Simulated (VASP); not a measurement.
Runs of VASP 6.6.1 on MgPb2Se3. The structure is that of space group P-3m1 (No. 164), or close to it. The cells are those of the table. 

```tsv
task	level	cell	cutoff (eV)	smearing	gap on the mesh (eV)	pressure (GPa)	largest force (eV/Å)
single point	PBEsol	a = 4.156, b = 4.156, c = 10.319 Å, angles 90.0, 90.0, 120.0°, 6 atoms	520	fermi-dirac 0.03 eV	0.30	0.0	0.02
single point	r2SCAN+rVV10	a = 4.167, b = 4.167, c = 10.404 Å, angles 90.0, 90.0, 120.0°, 6 atoms	520	fermi-dirac 0.03 eV	0.64	(a)	(b)
single point	PBEsol	a = 4.157, b = 4.157, c = 10.315 Å, angles 90.0, 90.0, 120.0°, 6 atoms	520	fermi-dirac 0.05 eV	0.30	0.0	0.01
relaxation of cell and atoms	PBEsol	relaxed from a = 4.381, b = 4.381, c = 10.724 Å, angles 90.0, 90.0, 120.0°, 6 atoms	600	fermi-dirac 0.03 eV	0.29	0.0	-
```

Alike in all rows: potentials or basis VASP PAW PBE potentials, release 64 (Mg, Pb_d, Se); no spin polarisation; k mesh 6 × 6 × 2.

Q: Estimate the missing entries.

A: (a) 0.1; (b) 0.03.

Caveats: the PAW data sets were made with another functional, which shifts forces and pressure a little; spin-orbit coupling is left out, which moves the levels of the heavy elements.

A k mesh can miss the band edges, and the runs leave out spin-orbit coupling on Pb, Se.
